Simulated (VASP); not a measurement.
Set up this calculation in VASP 6.6.1, as the native input.

| Item | Value |
| --- | --- |
| Task | single point |
| Functional | r2SCAN |
| Potentials or basis | VASP PAW PBE potentials, release 64 (F, Br, Li_sv) |
| Cutoff | 520 eV |
| k mesh | 6 × 6 × 6 |
| Occupations | gaussian, width 0.01 eV |
| Spin | no spin polarisation |
| Dipole correction | no |
| Further INCAR settings | ALGO = Normal; EDIFF = 1e-06; NBANDS = 18 |

Crystal: Li2BrF.

```
CELL_PARAMETERS angstrom
1.73538 1.00192 5.46846
-1.73538 1.00192 5.46846
0.00000 -2.00384 5.46846
ATOMIC_POSITIONS crystal
F 0.00000 0.00000 0.00000
Br 0.50000 0.50000 0.50000
Li 0.26702 0.26702 0.26702
Li 0.73298 0.73298 0.73298
```

The input as run:

POSCAR

```
Li2BrF
1.0
    1.7353772108      1.0019204998      5.4684601349
   -1.7353772108      1.0019204998      5.4684601349
    0.0000000000     -2.0038409996      5.4684601349
F Br Li
1 1 2
Direct
    1.0000000000      0.0000000000      0.0000000000
    0.5000000000      0.5000000000      0.5000000000
    0.2670198432      0.2670198432      0.2670198432
    0.7329801568      0.7329801568      0.7329801568
```

INCAR.step1

```
PREC = Accurate ; ENCUT = 520
ISMEAR = 0 ; SIGMA = 0.01
LREAL = False ; LASPH = True
NELM = 60 ; NBANDS = 18
GGA = PE ; ALGO = Normal
EDIFF = 1E-4 ; LWAVE = True
LCHARG = False
```

INCAR.step2

```
PREC = Accurate ; ENCUT = 520
EDIFF = 1E-6 ; ISMEAR = 0
SIGMA = 0.01 ; LREAL = False
LASPH = True ; NELM = 60
ALGO = Normal ; ISIF = 2
LWAVE = False ; LCHARG = False
METAGGA = R2SCAN ; LMIXTAU = True
NBANDS = 18 ; ISTART = 1
```

KPOINTS

```
regular mesh
0
Gamma
  6 6 6
```

Potentials or basis: VASP PAW PBE potentials, release 64 (F, Br, Li_sv).

Launch:

```sh
$ cat potpaw_PBE.64/F/POTCAR potpaw_PBE.64/Br/POTCAR potpaw_PBE.64/Li_sv/POTCAR > POTCAR
$ cp INCAR.step1 INCAR
$ mpirun -np 1 vasp_std > vasp.out
$ cp INCAR.step2 INCAR
$ mpirun -np 1 vasp_std > vasp.out
```

Results of the run:

```
Largest force          : 0.014 eV/Å
Band gap on the k mesh : 4.16 eV
```

Caveat: the PAW data sets were made with another functional, which shifts forces and pressure a little.

Run time: 2.8 min on 1 thread of Intel(R) Xeon(R) 6975P-C (Granite Rapids), on a shared host, peak memory 0.37 GiB.
